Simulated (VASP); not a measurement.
A run of VASP 6.6.1:

The input INCAR:

```
  ALGO = Normal
  EDIFF = 1E-7
  EDIFFG = -0.01
  ENCUT = 600
  GGA = PE
  GGA_COMPAT = False
  IBRION = 2
  ISIF = 3
  ISMEAR = 0
  LASPH = True
  LCHARG = False
  LREAL = False
  LWAVE = False
  NELM = 120
  NELMIN = 4
  NSW = 100
  PREC = Accurate
  SIGMA = 0.1
```

The input KPOINTS:

```
k-points
0
Gamma
  14 14 8
```

Contents of POSCAR:

```
Si2C
1.0
    1.4603144553     -4.8041653456      0.0000000000
    1.4603144553      4.8041653456      0.0000000000
    0.0000000000      0.0000000000      4.7546107035
Si C
4 2
Direct
    0.9682809756      0.0317190244      0.2500000000
    0.6892809550      0.3107190450      0.2500000000
    0.3107190450      0.6892809550      0.7500000000
    0.0317190244      0.9682809756      0.7500000000
    0.3232940604      0.6767059396      0.2500000000
    0.6767059396      0.3232940604      0.7500000000
```

Potentials or basis: VASP PAW PBE potentials, release 64 (Si, C).

Launch:

```sh
$ cat potpaw_PBE.64/Si/POTCAR potpaw_PBE.64/C/POTCAR > POTCAR
$ mpirun -np 1 vasp_std > vasp.out
```

Hardware: 1 thread of Oxide Virtual Turin-like Processor (shared host).

Problem. Estimate the wall time of this run.

Solution. Wall time 46 min on 1 thread of Oxide Virtual Turin-like Processor, on a shared host, peak memory 0.44 GiB. Counts: scf iterations 66, k points 285, ion steps 11.
